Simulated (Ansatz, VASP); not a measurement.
# Two plane-wave programs on Al

Contents of INCAR:

```
SYSTEM = Al
  ALGO = Fast
  EDIFF = 1E-6
  EDIFFG = -0.01
  ENCUT = 600
  GGA = PE
  IBRION = 2
  ISIF = 3
  ISMEAR = 0
  LASPH = .True.
  LCHARG = .False.
  LREAL = .False.
  LWAVE = .False.
  NELM = 100
  NSW = 80
  PREC = Accurate
  SIGMA = 0.1
```

Contents of KPOINTS:

```
k-points
0
Gamma
  14 10 14
  0 0 0
```

The input POSCAR:

```
Al
1.0
    2.9216698272      0.0000000000      0.0135018172
    0.0000000000      3.9673850912      0.0000000000
   -0.0131028517      0.0000000000      2.8524512088
Al
2
Direct
    1.2500248817      0.7500000000      0.7500086960
   -0.2500248817      0.2500000000      0.2499913040
```

Input for Ansatz:

```yaml
crystal:
  lattice:
    - [2.9216698272, 0.0, 0.0135018172]
    - [0.0, 3.9673850912, 0.0]
    - [-0.0131028517, 0.0, 2.8524512088]
  atoms:
    - { symbol: Al, position: [1.2500248817, 0.75, 0.750008696] }
    - { symbol: Al, position: [-0.2500248817, 0.25, 0.249991304] }
basis:
  ecutwfc: 420
kpoints:
  mp_grid: { grid: [14, 10, 14] }
hamiltonian:
  xc: pbe
scf:
  occupations: { method: gaussian, width: 0.1 }
output:
  forces: true
  stress: true
  eigenvalues: true
relax:
  adjacent_minimum: "off"
  f_tol: 0.01
  max_steps: 60
  cell: { stress_tol: 0.1 }
```

Alike in both runs: task relaxation of cell and atoms; functional PBE; k mesh 14 × 10 × 14; occupations gaussian, width 0.1 eV; no spin polarisation.

|  | VASP | Ansatz |
| --- | --- | --- |
| version | VASP 6.6.1 | Ansatz 0.2.0 |
| potentials or method | VASP PAW PBE potentials, release 64 (Al), cutoff 600 eV | scalar-relativistic, plane waves, PAW |
| valence electrons in the cell | 6 | 6 |

```csv
,VASP,Ansatz,Ansatz less VASP
"gap on the k mesh at the Fermi level, each at its own relaxed structure (eV)",none,none,-
relaxed volume (Å³/atom),16.49,16.48,-0.007
relaxed length of the cell vector where the two differ most in proportion (Å),2.893,2.890,-0.0025
```

A gap of «none» marks a metal or a gap that the smearing closes. Ansatz's warnings: near symmetry operations not taken.
